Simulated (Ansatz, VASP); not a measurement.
## Ga4HgO in VASP and in Ansatz

Contents of INCAR:

```
SYSTEM = Ga4HgO
PREC = Accurate ; ENCUT = 520
EDIFF = 1E-6 ; ISMEAR = 0
SIGMA = 0.1 ; LREAL = .FALSE.
LASPH = .TRUE. ; NELM = 100
ALGO = Normal ; ISIF = 2
LWAVE = .FALSE. ; LCHARG = .FALSE.
GGA = PE ; NBANDS = 44
```

Contents of KPOINTS:

```
regular mesh
0
G
  4 4 4
  0 0 0
```

POSCAR

```
Ga4HgO
1.0
    0.0000000000      3.8589226400      3.8589226400
    3.8589226400      0.0000000000      3.8589226400
    3.8589226400      3.8589226400      0.0000000000
Ga Hg O
4 1 1
Direct
    0.8749097000      0.3750301000      0.3750301000
    0.3750301000      0.3750301000      0.3750301000
    0.3750301000      0.8749097000      0.3750301000
    0.3750301000      0.3750301000      0.8749097000
    0.7500000000      0.7500000000      0.7500000000
    0.0000000000      0.0000000000      0.0000000000
```

Input for Ansatz:

```yaml
crystal:
  lattice:
    - [0.0, 3.85892264, 3.85892264]
    - [3.85892264, 0.0, 3.85892264]
    - [3.85892264, 3.85892264, 0.0]
  atoms:
    - { symbol: Ga, position: [0.8749097, 0.3750301, 0.3750301] }
    - { symbol: Ga, position: [0.3750301, 0.3750301, 0.3750301] }
    - { symbol: Ga, position: [0.3750301, 0.8749097, 0.3750301] }
    - { symbol: Ga, position: [0.3750301, 0.3750301, 0.8749097] }
    - { symbol: Hg, position: [0.75, 0.75, 0.75] }
    - { symbol: O, position: [0.0, 0.0, 0.0] }
basis:
  ecutwfc: 420
kpoints:
  mp_grid: { grid: [4, 4, 4] }
hamiltonian:
  xc: pbe
scf:
  occupations: { method: gaussian, width: 0.1 }
  lower_state_search: "off"
output:
  forces: true
  stress: true
  eigenvalues: true
```

Change from the starting cell: species swapped into the HfZrW4 type (F-43m, No. 216).

Alike in both runs: task single point; functional PBE; k mesh 4 × 4 × 4; occupations gaussian, width 0.1 eV; no spin polarisation.

|  | VASP | Ansatz |
| --- | --- | --- |
| version | VASP 6.6.1 | Ansatz 0.2.0 |
| potentials or method | VASP PAW PBE potentials, release 64 (Ga_d, Hg, O), cutoff 520 eV | scalar-relativistic, plane waves, PAW |
| valence electrons in the cell | 70 | 78 |

Ansatz gave:

- gap on the k mesh at the Fermi level (eV): none
- pressure (GPa): 0.0
- rms of the force components (eV/Å): 0.048

Q: Estimate VASP's values.

A: gap on the k mesh at the Fermi level (eV): none; pressure (GPa): 0.1; rms of the force components (eV/Å): 0.049.

Atom by atom the forces differ by 0.001 eV/Å (rms over components). A gap of «none» marks a metal or a gap that the smearing closes. VASP's potentials hold 70 valence electrons a cell and Ansatz's 78, so a difference there can come from the potentials and not from the codes.

Spin-orbit coupling is off throughout.
